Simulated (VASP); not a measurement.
Set up this calculation in VASP 6.6.1, as the native input.

```
Task                   : single point
Functional             : PBE
Potentials or basis    : VASP PAW PBE potentials, release 64 (Sr_sv, Cl)
Cutoff                 : 500 eV
k mesh                 : 1 × 3 × 1
Occupations            : gaussian, width 0.1 eV
Spin                   : no spin polarisation
Hubbard terms          : Cl p U = 2.1 eV
Dipole correction      : no
Further INCAR settings : ALGO = Normal; EDIFF = 1e-06; NBANDS = 19; ISYM = 0
```

The structure of SrCl2 lies in POSCAR:

```
SrCl2
1.0
    0.0000000000      3.4855000000      3.4855000000
    3.4855000000      0.0000000000      3.4855000000
    3.4855000000      3.4855000000      0.0000000000
Sr Cl
1 2
Direct
    0.0016359093     -0.0016235455      0.0016359093
    0.2574137872      0.2321597069      0.2574137872
    0.7481228757      0.7622912665      0.7481228757
```

One way to write it, as run:

INCAR

```
SYSTEM = SrCl2
PREC = Accurate
ENCUT = 500
EDIFF = 1E-6
ISMEAR = 0
SIGMA = 0.1
LREAL = .FALSE.
LASPH = .TRUE.
NELM = 200
ALGO = Normal
ISIF = 2
LWAVE = .FALSE.
LCHARG = .TRUE.
LDAU = .TRUE.
LDAUTYPE = 2
LDAUL = -1 1
LDAUU = 0 2.1
LDAUJ = 0 0
LDAUPRINT = 1
GGA = PE
LELF = .TRUE.
LVHAR = .TRUE.
NBANDS = 19
ISYM = 0
GGA_COMPAT = .FALSE.
```

KPOINTS

```
regular mesh
0
G
  1 3 1
  0 0 0
```

Potentials or basis: VASP PAW PBE potentials, release 64 (Sr_sv, Cl).

Launch:

```console
$ cat potpaw_PBE.64/Sr_sv/POTCAR potpaw_PBE.64/Cl/POTCAR > POTCAR
$ mpirun -np 1 vasp_std > vasp.out
```

Results of the run:

* Pressure: -1.1 GPa
* Largest force: 0.042 eV/Å
* Band gap on the k mesh: 5.80 eV

Caveat: the k points lie up to 1.47 Å⁻¹ apart.

Wall time 11 s on 1 thread of Intel(R) Xeon(R) Platinum 8559C (Emerald Rapids) (shared host), peak memory 0.19 GiB.
